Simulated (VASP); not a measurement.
A run of VASP 6.6.1 is set up as follows.

INCAR

```
SYSTEM = TiAl
PREC = Accurate
ENCUT = 520
EDIFF = 1E-6
ISMEAR = 0
SIGMA = 0.15
LREAL = .FALSE.
LASPH = .TRUE.
NELM = 60
ALGO = Fast
ISIF = 2
LWAVE = .FALSE.
LCHARG = .FALSE.
GGA = PS
NBANDS = 14
```

File KPOINTS:

```
regular mesh
0
G
  14 14 14
  0 0 0
```

File POSCAR:

```
TiAl
1.0
    2.8091745961      0.0000000000      0.0000000000
    0.0000000000      3.3877383079      0.0000000000
    0.0000000000      0.0000000000      3.1563759507
Ti Al
1 1
Direct
    0.0000000000      0.0000000000      0.0000000000
    0.5000000000      0.5000000000      0.5000000000
```

Potentials or basis: VASP PAW PBE potentials, release 64 (Ti_sv, Al).

Run with:

```sh
$ cat potpaw_PBE.64/Ti_sv/POTCAR potpaw_PBE.64/Al/POTCAR > POTCAR
$ mpirun -np 1 vasp_std > vasp.out
```

(1) Estimate the pressure.

Answers

(1) 6.7 GPa.

Caveat: the cell differs from its parent crystal (normal strain along x -0.1100, normal strain along y +0.0733); the PAW data sets were made with another functional, which shifts forces and pressure a little.
